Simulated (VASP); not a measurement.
# Si (I4/mmm) in VASP: further runs

Si is run at these levels: LDA; tasks: single point.

Everything below comes from runs of VASP 6.6.1. Logs are shortened: lines on timing, memory, paths and dates and some standing lists are left out, and cuts for length are marked.

### 1 The cell of the first run

Symmetry: I4/mmm, No. 139, tetragonal system. The conventional cell has a = 7.183 Å, b = 7.183 Å, c = 3.537 Å, α = 90.00°, β = 90.00°, γ = 90.00°. Si (site symmetry m2m) has 4 Si at 2.28 to 2.57 Å within 3.0 Å.

### 2 Single point, LDA (strain +0.080 along x and y, -0.080 along z)

Contents of INCAR:

```
PREC = Accurate ; ENCUT = 520
EDIFF = 1E-6 ; ISMEAR = 0
SIGMA = 0.03 ; LREAL = False
LASPH = True ; NELM = 60
ALGO = Normal ; ISIF = 2
LWAVE = False ; LCHARG = False
NBANDS = 16
```

Contents of KPOINTS:

```
regular mesh
0
Gamma
  10 10 10
```

Contents of POSCAR:

```
Si
1.0
   -3.5914798332      3.5914798332      1.7685948072
    3.5914798332     -3.5914798332      1.7685948072
    3.5914798332      3.5914798332     -1.7685948072
Si
4
Direct
    0.1788010600      0.1788010600      0.3576021200
    0.8211989400      0.8211989400      0.6423978800
    0.1788010600      0.8211989400      0.0000000000
    0.8211989400      0.1788010600      0.0000000000
```

Potentials or basis: VASP PAW LDA potentials, release 64 (Si).

Launch:

```bash
cat potpaw_LDA.64/Si/POTCAR > POTCAR
mpirun -np 1 vasp_std > vasp.out
```

OUTCAR:

```text
PREC = Accurate
   ENCUT = 520
   EDIFF = 1E-6
   ISMEAR = 0
   LREAL = False
   LASPH = True
   NELM = 60
   ISIF = 2

 ion  position               nearest neighbor table
   1  0.179  0.179  0.358-   2 2.28   2 2.28   3 2.57   4 2.57
   2  0.821  0.821  0.642-   1 2.28   1 2.28   4 2.57   3 2.57
   3  0.179  0.821  0.000-   4 2.28   4 2.28   2 2.57   1 2.57
   4  0.821  0.179  0.000-   3 2.28   3 2.28   2 2.57   1 2.57

  LATTYP: Found a body centered tetragonal cell.
 ALAT       =     7.1829596664
 C/A-ratio  =     0.4924418038

  Lattice vectors:

 A1 = (  -3.5914798332,   3.5914798332,   1.7685948072)
 A2 = (   3.5914798332,  -3.5914798332,   1.7685948072)
 A3 = (   3.5914798332,   3.5914798332,  -1.7685948072)

Analysis of symmetry for initial positions (statically):
=====================================================================
 Subroutine PRICEL returns:
 Original cell was already a primitive cell.

 Routine SETGRP: Setting up the symmetry group for a
 body centered tetragonal supercell.

 Subroutine GETGRP returns: Found 16 space group operations
 (whereof 16 operations were pure point group operations)
 out of a pool of 16 trial point group operations.

The static configuration has the point symmetry D_4h.

Analysis of symmetry for dynamics (positions and initial velocities):
=====================================================================
 Subroutine PRICEL returns:
 Original cell was already a primitive cell.

 Routine SETGRP: Setting up the symmetry group for a
 body centered tetragonal supercell.

 Subroutine GETGRP returns: Found 16 space group operations
 (whereof 16 operations were pure point group operations)
 out of a pool of 16 trial point group operations.

The dynamic configuration has the point symmetry D_4h.

 Subroutine INISYM returns: Found 16 space group operations
 (whereof 16 operations are pure point group operations),
 and found     1 'primitive' translations

----------------------------------------------------------------------------------------

                                     Primitive cell

  volume of cell :      91.2505

  direct lattice vectors                    reciprocal lattice vectors
    -3.591479833  3.591479833  1.768594807     0.000000000  0.139218379  0.282710318
     3.591479833 -3.591479833  1.768594807     0.139218379  0.000000000  0.282710318
     3.591479833  3.591479833 -1.768594807     0.139218379  0.139218379  0.000000000

  length of vectors
     5.378232272  5.378232272  5.378232272     0.315129943  0.315129943  0.196884519

  position of ions in fractional coordinates (direct lattice)
     0.178801060  0.178801060  0.357602120
     0.821198940  0.821198940  0.642397880
     0.178801060  0.821198940  0.000000000
     0.821198940  0.178801060  0.000000000

  ion indices of the primitive-cell ions
   primitive index   ion index
                 1           1
                 2           2
                 3           3
                 4           4

----------------------------------------------------------------------------------------

 KPOINTS: regular mesh

Automatic generation of k-mesh.
 Grid dimensions read from file:
 generate k-points for:   10   10   10

 Generating k-lattice:

  Cartesian coordinates                     Fractional coordinates (reciprocal lattice)
     0.000000000  0.013921838  0.028271032     0.100000000 -0.000000000  0.000000000
     0.013921838  0.000000000  0.028271032    -0.000000000  0.100000000  0.000000000
     0.013921838  0.013921838  0.000000000     0.000000000  0.000000000  0.100000000

  Length of vectors
     0.031512994  0.031512994  0.019688452

  Shift w.r.t. Gamma in fractional coordinates (k-lattice)
     0.000000000  0.000000000  0.000000000

 Subroutine IBZKPT returns following result:
 ===========================================

 Found    102 irreducible k-points:

 Following reciprocal coordinates:
            Coordinates               Weight
  0.000000  0.000000  0.000000      1.000000
  0.100000  0.000000 -0.000000      8.000000
  0.200000  0.000000 -0.000000      8.000000
  0.300000 -0.000000  0.000000      8.000000
  0.400000 -0.000000  0.000000      8.000000
  0.500000 -0.000000  0.000000      4.000000
[... 16 lines left out ...]
  0.300000  0.300000  0.000000      8.000000
  0.400000  0.300000  0.000000     16.000000
 [... further k-points ...]
   k-points           NKPTS =    102   k-points in BZ     NKDIM =    102   number of bands    NBANDS=     16
   number of dos      NEDOS =    301   number of ions     NIONS =      4
   total plane-waves  NPLWV =  64000
   dimension x,y,z NGX =    40 NGY =   40 NGZ =   40
   dimension x,y,z NGXF=    80 NGYF=   80 NGZF=   80
   ions per type =               4
   NGX,Y,Z   is equivalent  to a cutoff of  12.36, 12.36, 12.36 a.u.
   NGXF,Y,Z  is equivalent  to a cutoff of  24.73, 24.73, 24.73 a.u.
 SYSTEM =  unknown system
   PREC   = accura    normal or accurate (medium, high low for compatibility)
   ISTART =      0    job   : 0-new  1-cont  2-samecut
   ICHARG =      2    charge: 1-file 2-atom 10-const
   ISPIN  =      1    spin polarized calculation?
   LNONCOLLINEAR =      F non collinear calculations
   LSORBIT =      F    spin-orbit coupling
   LASPH  =      T    aspherical Exc in radial PAW
   ENCUT  =  520.0 eV  38.22 Ry    6.18 a.u.  10.00 10.00 10.00*2*pi/ulx,y,z
   NELM   =     60;   NELMIN=  2; NELMDL= -5     # of ELM steps
   EDIFF  = 0.1E-05   stopping-criterion for ELM
   LREAL  =      F    real-space projection
   EDIFFG = 0.1E-04   stopping-criterion for IOM
   NSW    =      0    number of steps for IOM
   IBRION =     -1    ionic relax: 0-MD 1-quasi-New 2-CG
   NFREE  =      0    steps in history (QN), initial steepest desc. (CG)
   ISIF   =      2    stress and relaxation
   ISYM   =      2    0-nonsym 1-usesym 2-fastsym
   POTIM  = 0.5000    time-step for ionic-motion
   TEBEG  =    0.0;   TEEND  =   0.0 temperature during run
   PSTRESS=    0.0 pullay stress
   NELECT =      16.0000    total number of electrons
   NUPDOWN=      -1.0000    fix difference up-down
   EMIN   =  10.00;   EMAX   =-10.00  energy-range for DOS
   EFERMI =   0.00;   METHOD = LEGACY
   ISMEAR =     0;   SIGMA  =   0.03  broadening in eV -4-tet -1-fermi 0-gaus
   EFERMI_NEDOS =   21; number of points for ismear=-14 and -15
   IALGO  =     38    algorithm
   IMIX   =      4    mixing-type and parameters
     AMIX     =   0.40;   BMIX     =  1.00
     AMIX_MAG =   1.60;   BMIX_MAG =  1.00
  volume/ion in A,a.u.               =      22.81       153.95
  Fermi-wavevector in a.u.,A,eV,Ry     =   0.916297  1.731551 11.423463  0.839601
  Thomas-Fermi vector in A             =   2.041137
   LORBIT       =      0    0 simple, 1 ext, 2 COOP (PROOUT), +10 PAW based schemes
   GGA     = CA    functional components
   LHFCALC =     F    Hartree Fock is set to
   AEXX    =    0.0000 exact exchange contribution
   IVDW    =     0    specifies the selected vdW correction
   LEPSILON=     F    determine dielectric tensor
   LRPA    =     F    only Hartree local field effects (RPA)
 non-spin polarized calculation
 Gauss-broadening in eV      SIGMA  =   0.03
  energy-cutoff  :      520.00
  volume of cell :       91.25
 maximum number of plane-waves:      2478
   NGX = 19   NGY = 19   NGZ = 19

 number of electron      16.0000000 magnetization

 Free energy of the ion-electron system (eV)
  ---------------------------------------------------
  ext. energy  EPLUGINS =         0.00000000
  ---------------------------------------------------
  free energy    TOTEN  =       -22.51043097 eV

  energy without entropy =      -22.51026645  energy(sigma->0) =      -22.51034871

 E-fermi :   4.8016     XC(G=0):  -9.0339

 val. band max:        4.7749141486   @ k =   0.3000   0.3000   0.2000
 cond. band min:       4.8039806645   @ k =   0.5000   0.5000   0.3000
 fundamental gap:      0.0290665159
 Fermi energy:         4.8015865284

 k-point     1 :       0.0000    0.0000    0.0000
  band No.  band energies     occupation
      1      -6.9250      2.00000
      2      -4.0154      2.00000
      3      -0.8211      2.00000
      4      -0.8211      2.00000
      5       1.1402      2.00000
      6       4.1933      2.00000
[... 8 lines left out ...]
     15      11.7950      0.00000
     16      11.8430      0.00000

 k-point     2 :       0.1000    0.0000   -0.0000
  band No.  band energies     occupation
      1      -6.7977      2.00000
      2      -3.9634      2.00000
      3      -0.8725      2.00000
      4      -0.6641      2.00000
      5       1.2518      2.00000
      6       3.3648      2.00000
[... 8 lines left out ...]
     15      10.7448      0.00000
     16      12.4638      0.00000

 k-point     3 :       0.2000    0.0000   -0.0000
  band No.  band energies     occupation
      1      -6.4199      2.00000
      2      -3.7906      2.00000
      3      -1.0453      2.00000
      4      -0.3103      2.00000
      5       1.4775      2.00000
      6       1.9752      2.00000
[... 8 lines left out ...]
     15      10.8617      0.00000
     16      11.1709      0.00000

 k-point     4 :       0.3000   -0.0000    0.0000
  band No.  band energies     occupation
      1      -5.8074      2.00000
      2      -3.4660      2.00000
      3      -1.5226      2.00000
      4      -0.3664      2.00000
      5       0.9341      2.00000
      6       1.6138      2.00000
[... 8 lines left out ...]
     15      10.9621      0.00000
     16      11.0654      0.00000

 k-point     5 :       0.4000   -0.0000    0.0000
  band No.  band energies     occupation
      1      -5.0142      2.00000
      2      -2.9864      2.00000
      3      -2.4414      2.00000
      4      -1.1337      2.00000
      5       0.5985      2.00000
      6       1.5442      2.00000
[... 8 lines left out ...]
     15       9.5722      0.00000
     16      12.1721      0.00000

 k-point     6 :       0.5000   -0.0000    0.0000
  band No.  band energies     occupation
      1      -4.4219      2.00000
      2      -3.1325      2.00000
      3      -2.5916      2.00000
      4      -1.6866      2.00000
      5       0.5869      2.00000
      6       1.4523      2.00000
[... 8 lines left out ...]
     15       9.9984      0.00000
     16      11.8706      0.00000
[... 267 lines left out ...]
 k-point    21 :      -0.3000    0.2000   -0.0000
  band No.  band energies     occupation
      1      -6.5339      2.00000
      2      -4.5443      2.00000
      3      -1.1069      2.00000
      4      -0.2913      2.00000
      5       1.9497      2.00000
      6       2.7543      2.00000
[... 8 lines left out ...]
     15      10.3762      0.00000
     16      11.3680      0.00000

 k-point    22 :      -0.2000    0.2000    0.0000
  band No.  band energies     occupation
      1      -6.7469      2.00000
      2      -4.4447      2.00000
      3      -0.8967      2.00000
      4      -0.6768      2.00000
      5       1.7577      2.00000
      6       3.0423      2.00000
[... 8 lines left out ...]
     15      11.2552      0.00000
     16      12.1162      0.00000

 k-point    23 :       0.3000    0.3000    0.0000
  band No.  band energies     occupation
      1      -4.4924      2.00000
      2      -3.7692      2.00000
      3      -2.6646      2.00000
      4      -0.8915      2.00000
      5       0.3300      2.00000
      6       2.2396      2.00000
[... 8 lines left out ...]
     15       9.7443      0.00000
     16      11.9147      0.00000

 k-point    24 :       0.4000    0.3000    0.0000
  band No.  band energies     occupation
      1      -5.1551      2.00000
      2      -4.4612      2.00000
      3      -1.9121      2.00000
      4      -0.0031      2.00000
      5       0.6560      2.00000
      6       1.9054      2.00000
[... 8 lines left out ...]
     15      10.6908      0.00000
     16      11.4773      0.00000

 [... further k-points ...]

------------------------ aborting loop because EDIFF is reached ----------------------------------------

  FORCE on cell =-STRESS in cart. coord.  units (eV):
  Direction    XX          YY          ZZ          XY          YZ          ZX
  --------------------------------------------------------------------------------------
  -------------------------------------------------------------------------------------
  Total       -6.9337034     -6.9337034      6.2296151      0.0000000      0.0000000     -0.0000000
  in kB     -121.7420591   -121.7420591    109.3796673      0.0000000      0.0000000     -0.0000000
  external PRESSURE =     -44.7014837 kB  Pullay stress =       0.0000000 kB

 VOLUME and BASIS-vectors are now :
 -----------------------------------------------------------------------------
  energy-cutoff  :      520.00
  volume of cell :       91.25
      direct lattice vectors                 reciprocal lattice vectors
    -3.591479833  3.591479833  1.768594807     0.000000000  0.139218379  0.282710318
     3.591479833 -3.591479833  1.768594807     0.139218379  0.000000000  0.282710318
     3.591479833  3.591479833 -1.768594807     0.139218379  0.139218379  0.000000000

 POSITION                                       TOTAL-FORCE (eV/Angst)
 -----------------------------------------------------------------------------------
      1.28432      1.28432     -0.00000        -0.871817     -0.871817     -0.000000
      2.30716      2.30716      1.76859         0.871817      0.871817      0.000000
      2.30716     -2.30716      1.76859         0.871817     -0.871817      0.000000
     -2.30716      2.30716      1.76859        -0.871817      0.871817     -0.000000
 -----------------------------------------------------------------------------------
    total drift:                               -0.000000     -0.000000      0.000000

  FREE ENERGIE OF THE ION-ELECTRON SYSTEM (eV)
  ---------------------------------------------------
  free  energy   TOTEN  =       -22.5104309651 eV

  energy  without entropy=      -22.5102664487  energy(sigma->0) =      -22.51034871
```

It took 69 s on 1 thread of AMD EPYC 9R45 (Zen 5), shared host; peak memory 0.22 GiB.

Results:

| Property | Result |
| --- | --- |
| Free energy | -22.5104 eV |
| Pressure | -4.5 GPa |
| Largest force | 1.233 eV/Å |
| Band gap on the k mesh | zero (bands 8 and 9 overlap by 0.45 eV) |

Forces on the atoms (eV/Å):
```
Si  -0.872 -0.872  0.000
Si   0.872  0.872  0.000
Si   0.872 -0.872  0.000
Si  -0.872  0.872  0.000
```

Stress tensor (GPa, compression positive):
```
-12.17   0.00   0.00
  0.00 -12.17   0.00
  0.00   0.00  10.94
```

Caveat: the cell differs from its parent crystal (strain +0.080 along x and y, -0.080 along z); the cell stands under tension; semilocal functionals underestimate gaps, so a narrow gap can read as zero; forces of over 1 eV/Å act on the atoms, so gaps and moduli don't describe the material at rest.

### 3 Single point, LDA (strain +0.080 along x and y, +0.000 along z)

Contents of INCAR:

```
PREC = Accurate ; ENCUT = 520
EDIFF = 1E-6 ; ISMEAR = 0
SIGMA = 0.03 ; LREAL = F
LASPH = T ; NELM = 100
ALGO = Normal ; ISIF = 2
LWAVE = F ; LCHARG = T
GGA = CA ; LELF = T
LVHAR = T ; NBANDS = 16
```

KPOINTS is that of step 2.

Contents of POSCAR:

```
Si
1.0
   -3.5914798332      3.5914798332      1.9223856600
    3.5914798332     -3.5914798332      1.9223856600
    3.5914798332      3.5914798332     -1.9223856600
Si
4
Direct
    0.1788010600      0.1788010600      0.3576021200
    0.8211989400      0.8211989400      0.6423978800
    0.1788010600      0.8211989400      0.0000000000
    0.8211989400      0.1788010600      0.0000000000
```

Potentials or basis: VASP PAW LDA potentials, release 64 (Si).

Launch:

```bash
cat potpaw_LDA.64/Si/POTCAR > POTCAR
mpirun -np 1 vasp_std > vasp.out
```

Run time: 68 s. Hardware: 1 thread of AMD EPYC 9R45 (Zen 5), shared host; peak memory 0.23 GiB.

It converged, with:

| Quantity | Value |
| --- | --- |
| Free energy | -22.6389 eV |
| Pressure | -10.1 GPa |
| Largest force | 0.500 eV/Å |
| Band gap on the k mesh | 0.14 eV (least direct gap 1.17 eV) |

Forces in eV/Å, atoms in the order of the input:
```
Si  -0.354 -0.354  0.000
Si   0.354  0.354  0.000
Si   0.354 -0.354  0.000
Si  -0.354  0.354  0.000
```

Stress tensor (GPa, compression positive):
```
-12.98   0.00   0.00
  0.00 -12.98   0.00
  0.00   0.00  -4.47
```

Levels at points of the mesh, in eV from the valence-band top:
| k point | band 6 | band 7 | band 8 | band 9 | band 10 | band 11 |
| --- | --- | --- | --- | --- | --- | --- |
| (0.00, 0.00, 0.00) | -0.91 | -0.91 | -0.23 | 0.96 | 0.96 | 2.22 |
| (0.50, 0.00, 0.00) | -2.92 | -1.80 | -1.37 | 0.92 | 1.78 | 2.93 |
| (0.50, 0.50, 0.00) | -1.82 | -1.23 | -0.98 | 1.75 | 1.99 | 2.42 |
| (0.50, 0.50, 0.50) | -0.07 | -0.07 | 0.00 | 1.17 | 1.31 | 2.58 |

Caveat: the cell differs from its parent crystal (strain +0.080 along x and y, +0.000 along z); the cell stands under tension. A k mesh can miss the band edges.
